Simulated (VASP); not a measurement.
Runs of VASP 6.6.1 on MgI2. The structure is cubic, space group Fm-3m (No. 225). The conventional cell has a = 7.511 Å, b = 7.511 Å, c = 7.511 Å, α = 90.00°, β = 90.00°, γ = 90.00°. Within 4.3 Å of Mg (site symmetry m-3m) lie 8 I at 3.25 Å. I (site symmetry -43m) has 4 Mg at 3.25 Å and 6 I at 3.76 Å within 4.3 Å. 

| level | k mesh | cutoff (eV) | grid for exact exchange (PRECFOCK) | share of exact exchange | screening parameter | gap on the mesh (eV) | pressure (GPa) |
| --- | --- | --- | --- | --- | --- | --- | --- |
| HSE06 | 4 × 4 × 4 | 520 | Normal | 0.25 | 0.2079 1/Å | 1.37 | -0.6 |
| r2SCAN | 4 × 4 × 4 | 660 | - | - | - | 1.29 | (a) |
| PBE0 | 4 × 4 × 4 | 520 | Normal | 0.25 | - | 2.05 | -0.6 |
| PBE | 6 × 6 × 6 | 600 | - | - | - | 0.58 | (b) |

Alike in all rows: task single point; potentials or basis VASP PAW PBE potentials, release 64 (Mg, I); no spin polarisation; cell as given; smearing gaussian 0.01 eV.

**Question.** Estimate the missing entries.

**Answer.** (a) -0.1; (b) 0.2.

Caveats: spin-orbit coupling is left out, which moves the levels of the heavy elements; the PAW data sets were made with another functional, which shifts forces and pressure a little (at least some runs).

A k mesh can miss the band edges, and the runs leave out spin-orbit coupling on I.
